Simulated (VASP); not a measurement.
A run of VASP 6.6.1 is set up as follows.

Contents of INCAR:

```
SYSTEM = Os
  ALGO = Normal
  EDIFF = 1E-6
  ENCUT = 520
  GGA = PS
  ISIF = 2
  ISMEAR = -1
  LASPH = .True.
  LCHARG = .False.
  LREAL = .False.
  LWAVE = .False.
  NBANDS = 15
  NELM = 80
  PREC = Accurate
  SIGMA = 0.1
```

KPOINTS

```
k-points
0
Gamma
  22 22 12
  0 0 0
```

The input POSCAR:

```
Os
1.0
    2.6933258832      0.0000000000      0.0000000000
   -1.3466629416      2.3324886355      0.0000000000
    0.0000000000      0.0000000000      4.2464597547
Os
2
Direct
    0.3333333333      0.6666666667      0.2500000000
    0.6666666667      0.3333333333      0.7500000000
```

Potentials or basis: VASP PAW PBE potentials, release 64 (Os).

Command:

```console
$ cat potpaw_PBE.64/Os/POTCAR > POTCAR
$ mpirun -np 1 vasp_std > vasp.out
```

Task: What does it give for the pressure?

Result: 20.6 GPa.

Task: Predict the band gap on the k mesh.

Result: Zero (bands 8 and 9 overlap by 4.23 eV).

Stress tensor (GPa, compression positive):
```
19.85  0.00  0.00
 0.00 19.85  0.00
 0.00  0.00 22.16
```

Caveat: the cell stands under pressure; the PAW data sets were made with another functional, which shifts forces and pressure a little; spin-orbit coupling is left out, which moves the levels of the heavy elements.
